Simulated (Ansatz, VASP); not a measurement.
## Hg in VASP and in Ansatz

```
CELL_PARAMETERS angstrom
5.10887 0.00000 0.00000
-2.55444 4.42441 0.00000
0.00000 0.00000 24.74674
ATOMIC_POSITIONS crystal
Hg 0.33333 0.66667 0.27267
Hg 0.66667 0.33333 0.33347
```

Alike in both runs: functional PBE; k mesh 6 × 6 × 1; occupations gaussian, width 0.1 eV; no spin polarisation.

Ansatz relaxed the structure, and its values are those at the end. VASP's run is a single point on that final structure, the one shown.

|  | VASP | Ansatz |
| --- | --- | --- |
| version | VASP 6.6.1 | Ansatz 0.2.0 |
| potentials or method | VASP PAW PBE potentials, release 64 (Hg), cutoff 520 eV | scalar-relativistic, plane waves, PAW |
| valence electrons in the cell | 24 | 40 |

VASP gave:

* gap on the k mesh at the Fermi level (eV): 2.40
* least direct gap on the mesh (eV): 3.32
* rms of the force components (eV/Å): 0.015

Estimate Ansatz's values.

gap on the k mesh at the Fermi level (eV): 2.40; least direct gap on the mesh (eV): 3.31; rms of the force components (eV/Å): 0.010.

VASP's potentials hold 24 valence electrons a cell and Ansatz's 40, so a difference there can come from the potentials and not from the codes. Ansatz's warnings: slab cell height set.

Spin-orbit coupling is off throughout.
